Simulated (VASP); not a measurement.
The system is CdS5.

```xyz
12
Lattice="4.2000 0.0000 0.0000 0.0000 4.5000 0.0000 0.0000 0.0000 14.3000" Properties=species:S:1:pos:R:3 pbc="T T T"
Cd    0.0000    0.0000    0.0000
Cd    2.1000    2.2500    0.0000
S     1.5750    3.1365    4.0469
S     2.6250    1.3635    4.0469
S     3.6750    1.3635    5.8201
S     0.5250    3.1365    5.8201
S     3.6750    3.6135   10.2531
S     0.5250    0.8865   10.2531
S     1.5750    0.8865    8.4799
S     2.6250    3.6135    8.4799
S     2.1000    0.0000   12.9415
S     0.0000    2.2500    1.3585
```

- Program: VASP 6.6.1
- Task: relaxation of cell and atoms
- Functional: PBE
- Potentials or basis: VASP PAW PBE potentials, release 64 (Cd, S)
- Cutoff: 600 eV
- k mesh: 4 × 4 × 2
- Occupations: gaussian, width 0.2 eV
- Spin: no spin polarisation

At the start: pressure 7.0 GPa; volume 22.52 Å³/atom.

Problem. Where does the relaxation end?

Solution. Over 31 steps the energy falls by 164.8 meV/atom and the volume is 32.71 Å³/atom (+45.2 %); space group P2_12_12 (No. 18, to 0.1 Å) before and after.

The path:
| step | energy change (eV) | largest force (eV/Å) | pressure (GPa) | volume (Å³) |
| --- | --- | --- | --- | --- |
| 1 | 0.0000 | 0.4751 | 7.04 | 270.27 |
| 2 | -0.7645 | 1.4638 | -1.50 | 310.77 |
| 3 | -0.7795 | 1.3409 | -0.63 | 304.97 |
| 4 | -1.2876 | 0.8003 | 0.39 | 316.11 |
| 5 | -1.4058 | 0.8385 | 1.39 | 323.89 |
| 6 | -1.5826 | 0.8526 | -0.03 | 342.30 |
| 7 | -1.6240 | 0.8676 | -0.88 | 357.63 |
| 8 | -1.7611 | 0.5508 | -0.02 | 365.07 |
| 9 | -1.7885 | 0.7374 | 0.58 | 370.07 |
| 10 | -1.8731 | 0.2878 | -0.05 | 378.14 |
| 11 | -1.8880 | 0.1502 | -0.42 | 383.29 |
| 12 | -1.9029 | 0.1258 | -0.17 | 382.86 |
| 13 | -1.9105 | 0.1736 | 0.20 | 382.25 |
| 14 | -1.9199 | 0.1449 | 0.06 | 383.69 |
| 15 | -1.9231 | 0.1345 | -0.09 | 385.25 |
| 16 | -1.9290 | 0.1547 | 0.11 | 385.21 |
| 17 | -1.9296 | 0.1650 | 0.21 | 385.19 |
| 18 | -1.9344 | 0.1541 | 0.14 | 386.04 |
| 19 | -1.9432 | 0.1189 | -0.05 | 388.60 |
| 20 | -1.9341 | 0.2671 | -0.43 | 393.71 |
| 21 | -1.9444 | 0.1023 | -0.15 | 389.88 |
| 22 | -1.9500 | 0.1004 | -0.03 | 389.70 |
| 23 | -1.9548 | 0.1348 | 0.21 | 389.29 |
| 24 | -1.9590 | 0.1022 | 0.09 | 390.12 |
| 25 | -1.9605 | 0.1811 | -0.12 | 391.64 |
| 26 | -1.9609 | 0.1509 | -0.06 | 391.15 |
| 27 | -1.9658 | 0.1013 | -0.03 | 391.47 |
| 28 | -1.9725 | 0.1578 | 0.06 | 392.35 |
| 29 | -1.9762 | 0.0824 | -0.10 | 393.18 |
| 30 | -1.9763 | 0.0821 | -0.13 | 393.32 |
| 31 | -1.9778 | 0.0793 | 0.00 | 392.47 |

Final structure:
```
Cd S
1.0
     4.55289    0.00000    0.00000
     0.00000    5.15791    0.00000
     0.00000    0.00000   16.71284
Cd S
2 10
Direct
  0.00000 0.00000 0.01384
  0.50000 0.50000 0.98616
  0.41673 0.67497 0.30087
  0.58327 0.32503 0.30087
  0.91657 0.32447 0.39811
  0.08343 0.67553 0.39811
  0.91673 0.82503 0.69913
  0.08327 0.17497 0.69913
  0.41657 0.17553 0.60189
  0.58343 0.82447 0.60189
  0.50000 0.00000 0.93922
  0.00000 0.50000 0.06078
```

Caveat: the volume moved by over 15 % at a fixed basis, so the end points are rough; the relaxation stopped at a loose force limit of 0.08 eV/Å, so its end isn't a converged minimum.
